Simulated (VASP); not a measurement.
# GaP (Cmcm) in VASP: notebook

GaP is run at these levels: LDA; tasks: single point, relaxation of cell and atoms.

All numbers are computed with VASP 6.6.1; they aren't measurements. Logs are shortened: lines on timing, memory, paths and dates and some standing lists are left out, and cuts for length are marked.

**1. The cell of the first run**

The structure is orthorhombic, space group Cmcm (No. 63). Conventional cell: a = 4.689 Å, b = 4.898 Å, c = 4.512 Å, α = 90.00°, β = 90.00°, γ = 90.00°. Ga (site symmetry m2m) has 6 P at 2.34 to 2.49 Å and 2 Ga at 2.75 Å within 3.1 Å. P (site symmetry m2m) has 6 Ga at 2.34 to 2.49 Å and 2 P at 2.80 Å within 3.1 Å.

**2. Single point, LDA**

File INCAR:

```
SYSTEM = GaP
PREC = Accurate
ENCUT = 500
EDIFF = 1E-6
ISMEAR = 0
SIGMA = 0.1
LREAL = .FALSE.
LASPH = .TRUE.
NELM = 120
ALGO = Normal
ISIF = 2
LWAVE = .FALSE.
LCHARG = .FALSE.
GGA = CA
NBANDS = 26
GGA_COMPAT = .FALSE.
```

File KPOINTS:

```
regular mesh
0
G
  14 14 12
  0 0 0
```

File POSCAR:

```
GaP
1.0
    2.3446076269     -2.4491103724      0.0000000000
    2.3446076269      2.4491103724      0.0000000000
    0.0000000000      0.0000000000      4.5115897689
Ga P
2 2
Direct
    0.3394476257      0.6605523743      0.2500000000
    0.6605523743      0.3394476257      0.7500000000
    0.8312019443      0.1687980557      0.2500000000
    0.1687980557      0.8312019443      0.7500000000
```

Potentials or basis: VASP PAW LDA potentials, release 64 (Ga_d, P).

Launch:

```bash
> cat potpaw_LDA.64/Ga_d/POTCAR potpaw_LDA.64/P/POTCAR > POTCAR
> mpirun -np 1 vasp_std > vasp.out
```

OUTCAR:

```text
SYSTEM = GaP
   PREC = Accurate
   ENCUT = 500
   EDIFF = 1E-6
   ISMEAR = 0
   LREAL = .FALSE.
   LASPH = .TRUE.
   NELM = 120
   ISIF = 2
   GGA = CA

 ion  position               nearest neighbor table
   1  0.339  0.661  0.250-   3 2.34   3 2.34   4 2.41   4 2.41   3 2.41   3 2.49   2 2.75   2 2.75

   2  0.661  0.339  0.750-   4 2.34   4 2.34   3 2.41   3 2.41   4 2.41   4 2.49   1 2.75   1 2.75

   3  0.831  0.169  0.250-   1 2.34   1 2.34   2 2.41   2 2.41   1 2.41   1 2.49   4 2.80   4 2.80

   4  0.169  0.831  0.750-   2 2.34   2 2.34   1 2.41   1 2.41   2 2.41   2 2.49   3 2.80   3 2.80

  LATTYP: Found a base centered orthorhombic cell.
 ALAT       =     4.6892152538
 B/A-ratio  =     1.0445715284
 C/A-ratio  =     0.9621204241

  Lattice vectors:

 A1 = (   2.3446076269,  -2.4491103724,   0.0000000000)
 A2 = (   2.3446076269,   2.4491103724,   0.0000000000)
 A3 = (   0.0000000000,   0.0000000000,   4.5115897689)

Analysis of symmetry for initial positions (statically):
=====================================================================
 Subroutine PRICEL returns:
 Original cell was already a primitive cell.

 Routine SETGRP: Setting up the symmetry group for a
 base centered orthorhombic supercell.

 Subroutine GETGRP returns: Found  8 space group operations
 (whereof  4 operations were pure point group operations)
 out of a pool of  8 trial point group operations.

The static configuration has the point symmetry C_2h.
 The point group associated with its full space group is D_2h.

Analysis of symmetry for dynamics (positions and initial velocities):
=====================================================================
 Subroutine PRICEL returns:
 Original cell was already a primitive cell.

 Routine SETGRP: Setting up the symmetry group for a
 base centered orthorhombic supercell.

 Subroutine GETGRP returns: Found  8 space group operations
 (whereof  4 operations were pure point group operations)
 out of a pool of  8 trial point group operations.

The dynamic configuration has the point symmetry C_2h.
 The point group associated with its full space group is D_2h.

 Subroutine INISYM returns: Found  8 space group operations
 (whereof  4 operations are pure point group operations),
 and found     1 'primitive' translations

----------------------------------------------------------------------------------------

                                     Primitive cell

[... 94 lines left out ...]
   EDIFF  = 0.1E-05   stopping-criterion for ELM
   LREAL  =      F    real-space projection
   EDIFFG = 0.1E-04   stopping-criterion for IOM
   NSW    =      0    number of steps for IOM
   IBRION =     -1    ionic relax: 0-MD 1-quasi-New 2-CG
   NFREE  =      0    steps in history (QN), initial steepest desc. (CG)
   ISIF   =      2    stress and relaxation
   ISYM   =      2    0-nonsym 1-usesym 2-fastsym
   POTIM  = 0.5000    time-step for ionic-motion
   TEBEG  =    0.0;   TEEND  =   0.0 temperature during run
   PSTRESS=    0.0 pullay stress
   NELECT =      36.0000    total number of electrons
   NUPDOWN=      -1.0000    fix difference up-down
   EMIN   =  10.00;   EMAX   =-10.00  energy-range for DOS
   EFERMI =   0.00;   METHOD = LEGACY
   ISMEAR =     0;   SIGMA  =   0.10  broadening in eV -4-tet -1-fermi 0-gaus
   EFERMI_NEDOS =   21; number of points for ismear=-14 and -15
   IALGO  =     38    algorithm
   IMIX   =      4    mixing-type and parameters
     AMIX     =   0.40;   BMIX     =  1.00
     AMIX_MAG =   1.60;   BMIX_MAG =  1.00
  volume/ion in A,a.u.               =      12.95        87.41
  Fermi-wavevector in a.u.,A,eV,Ry     =   1.449983  2.740071 28.605584  2.102451
  Thomas-Fermi vector in A             =   2.567647
   LORBIT       =      0    0 simple, 1 ext, 2 COOP (PROOUT), +10 PAW based schemes
   GGA     = CA    functional components
   LHFCALC =     F    Hartree Fock is set to
   AEXX    =    0.0000 exact exchange contribution
   IVDW    =     0    specifies the selected vdW correction
   LEPSILON=     F    determine dielectric tensor
   LRPA    =     F    only Hartree local field effects (RPA)
 non-spin polarized calculation
 Gauss-broadening in eV      SIGMA  =   0.10
  energy-cutoff  :      500.00
  volume of cell :       51.81
 maximum number of plane-waves:      1336
 NGX is ok and might be reduce to    28
   NGX = 13   NGY = 13   NGZ = 17

 number of electron      35.9999996 magnetization

 Free energy of the ion-electron system (eV)
  ---------------------------------------------------
  ext. energy  EPLUGINS =         0.00000000
  ---------------------------------------------------
  free energy    TOTEN  =       -18.44232165 eV

  energy without entropy =      -18.43692464  energy(sigma->0) =      -18.43962314

 E-fermi :  10.2972     XC(G=0): -12.6296

 val. band max:       10.2895188123   @ k =  -0.3571   0.3571   0.1667
 cond. band min:      10.2974942948   @ k =   0.1429   0.0714   0.4167
 fundamental gap:      0.0079754825
 Fermi energy:        10.2971771477

 k-point     1 :       0.0000    0.0000    0.0000
  band No.  band energies     occupation
      1      -5.8710      2.00000
      2      -5.6152      2.00000
      3      -5.2961      2.00000
      4      -5.2628      2.00000
      5      -5.2528      2.00000
      6      -5.1955      2.00000
[... 685 lines left out ...]
     25      19.3738      0.00000
     26      19.8764      0.00000

 [... further k-points ...]

------------------------ aborting loop because EDIFF is reached ----------------------------------------

  FORCE on cell =-STRESS in cart. coord.  units (eV):
  Direction    XX          YY          ZZ          XY          YZ          ZX
  --------------------------------------------------------------------------------------
  -------------------------------------------------------------------------------------
  Total       10.0446977     10.0359028     10.0351133      0.0000000      0.0000000      0.0000000
  in kB      310.6056299    310.3336722    310.3092567      0.0000000      0.0000000      0.0000000
  external PRESSURE =     310.4161863 kB  Pullay stress =       0.0000000 kB

 VOLUME and BASIS-vectors are now :
 -----------------------------------------------------------------------------
  energy-cutoff  :      500.00
  volume of cell :       51.81
      direct lattice vectors                 reciprocal lattice vectors
     2.344607627 -2.449110372  0.000000000     0.213255299 -0.204155764  0.000000000
     2.344607627  2.449110372  0.000000000     0.213255299  0.204155764  0.000000000
     0.000000000  0.000000000  4.511589769     0.000000000  0.000000000  0.221651358

 POSITION                                       TOTAL-FORCE (eV/Angst)
 -----------------------------------------------------------------------------------
      2.34461      0.78642      1.12790         0.000000     -0.001692      0.000000
      2.34461     -0.78642      3.38369         0.000000      0.001692      0.000000
      2.34461     -1.62230      1.12790         0.000000     -0.001652      0.000000
      2.34461      1.62230      3.38369         0.000000      0.001652     -0.000000
 -----------------------------------------------------------------------------------
    total drift:                                0.000000      0.000000     -0.000000

  FREE ENERGIE OF THE ION-ELECTRON SYSTEM (eV)
  ---------------------------------------------------
  free  energy   TOTEN  =       -18.4423216487 eV

  energy  without entropy=      -18.4369246362  energy(sigma->0) =      -18.43962314
```

It took 3.2 min on 1 thread of Intel Xeon 6975P-C (Granite Rapids), shared host; peak memory 0.47 GiB.

Results:

| Property | Result |
| --- | --- |
| Free energy | -18.4423 eV |
| Pressure | 31.0 GPa |
| Band gap on the k mesh | zero (bands 18 and 19 overlap by 4.18 eV) |

Caveat: the cell stands under pressure.

**3. Relaxation of cell and atoms, LDA, target pressure 30.7 GPa, at which the enthalpy is minimised**

This run uses another cell than the first one, of 13.67 Å³/atom.

File INCAR:

```
PREC = Accurate ; ENCUT = 500
EDIFF = 1E-7 ; ISMEAR = 0
SIGMA = 0.1 ; LREAL = F
LASPH = T ; NELM = 120
ALGO = Normal ; ISIF = 3
LWAVE = F ; LCHARG = F
GGA = CA ; IBRION = 2
NSW = 80 ; EDIFFG = -0.005
PSTRESS = 307.0 ; GGA_COMPAT = F
NELMIN = 4
```

File KPOINTS:

```
Automatic mesh
0
Gamma
  14 14 12
```

File POSCAR:

```
GaP
1.0
    2.3500000000     -2.4750000000      0.0000000000
    2.3500000000      2.4750000000      0.0000000000
    0.0000000000      0.0000000000      4.7000000000
Ga P
2 2
Direct
    0.3500000000      0.6500000000      0.2500000000
    0.6500000000      0.3500000000      0.7500000000
    0.8400000000      0.1600000000      0.2500000000
    0.1600000000      0.8400000000      0.7500000000
```

Potentials or basis: VASP PAW LDA potentials, release 64 (Ga_d, P).

Launch:

```bash
> cat potpaw_LDA.64/Ga_d/POTCAR potpaw_LDA.64/P/POTCAR > POTCAR
> mpirun -np 1 vasp_std > vasp.out
```

Run time: 48 min. Hardware: 1 thread of Intel Xeon 6975P-C (Granite Rapids), shared host; peak memory 0.49 GiB.

The run converged. Its results:

| Quantity | Value |
| --- | --- |
| Free energy | -18.4559 eV |
| Relaxed volume | 12.97 Å³/atom |
| Relaxed cell | a = 3.392 Å, b = 3.392 Å, c = 4.513 Å, α = 90.00°, β = 90.00°, γ = 92.50° |
| Space group after relaxing (to 0.1 Å) | Cmcm (No. 63) |
| Energy change on relaxing (the run minimises the enthalpy) | +94.7 meV/atom |
| Ionic steps | 24 |
| Pressure after relaxing | 30.8 GPa |
| Largest force after relaxing | 0.003 eV/Å |
| Band gap on the k mesh | zero (bands 18 and 19 overlap by 4.17 eV) |

Forces on the atoms (eV/Å):
```
Ga   0.000  0.000  0.000
Ga   0.000  0.000  0.000
P    0.000  0.003  0.000
P    0.000 -0.003  0.000
```

Step by step:
```tsv
step	energy change (eV)	largest force (eV/Å)	pressure (GPa)	volume (Å³)
1	0.0000	0.2265	19.61	54.67
2	1.5050	0.3419	53.32	47.50
3	0.4655	0.2056	31.53	51.56
4	0.4772	0.2049	31.80	51.50
5	0.4339	0.1041	30.92	51.63
6	0.4348	0.1082	30.94	51.62
7	0.4047	0.0684	30.34	51.77
8	0.4044	0.0689	30.33	51.77
9	0.4376	0.0599	31.18	51.59
10	0.4314	0.0616	31.00	51.62
11	0.4264	0.0535	30.97	51.65
12	0.4117	0.0282	30.91	51.72
13	0.3844	0.0468	30.77	51.86
14	0.3951	0.0381	30.81	51.80
15	0.3815	0.0342	30.62	51.87
16	0.3743	0.0321	30.52	51.91
17	0.3840	0.0280	30.77	51.86
18	0.3915	0.0250	30.97	51.82
19	0.3872	0.0215	30.88	51.84
20	0.3800	0.0155	30.74	51.87
21	0.3777	0.0133	30.70	51.89
22	0.3769	0.0076	30.68	51.89
23	0.3760	0.0044	30.66	51.90
24	0.3788	0.0035	30.76	51.88
```

Final structure:
```cif
data_structure
_symmetry_space_group_name_H-M 'P 1'
_symmetry_Int_Tables_number 1
_cell_length_a 3.3921
_cell_length_b 3.3921
_cell_length_c 4.5132
_cell_angle_alpha 90.000
_cell_angle_beta 90.000
_cell_angle_gamma 92.500
_cell_volume 51.88
loop_
_atom_site_label
_atom_site_type_symbol
_atom_site_fract_x
_atom_site_fract_y
_atom_site_fract_z
_atom_site_occupancy
Ga1 Ga 0.33956 0.66044 0.25000 1
Ga2 Ga 0.66044 0.33956 0.75000 1
P1 P 0.83134 0.16866 0.25000 1
P2 P 0.16866 0.83134 0.75000 1
```

Levels at points of the mesh, in eV from the Fermi level:
```
           k point  band 14  band 15  band 16  band 17  band 18  band 19  band 20  band 21  band 22
(0.00, 0.00, 0.00)    -4.20    -4.00    -3.81    -1.97     0.59     1.32     3.16     3.60     4.59
(0.50, 0.00, 0.00)    -5.68    -5.13    -4.58    -1.48    -0.29     0.16     1.43     4.97     6.11
(0.50, 0.50, 0.00)    -8.22    -4.05    -3.90    -3.39    -3.18    -3.16    -1.69     0.45     2.45
(0.00, 0.00, 0.50)    -3.68    -2.77    -2.77    -2.12    -2.12     0.84     0.84     3.02     3.02
(0.50, 0.00, 0.50)    -9.97    -0.66    -0.66    -0.01    -0.01     2.66     2.66     2.96     2.96
(0.50, 0.50, 0.50)    -7.62    -6.67    -6.67    -6.46    -6.46     3.39     3.39     6.26     6.26
```

Caveat: the cell is relaxed towards a set pressure, so the run minimises the enthalpy, not the energy.
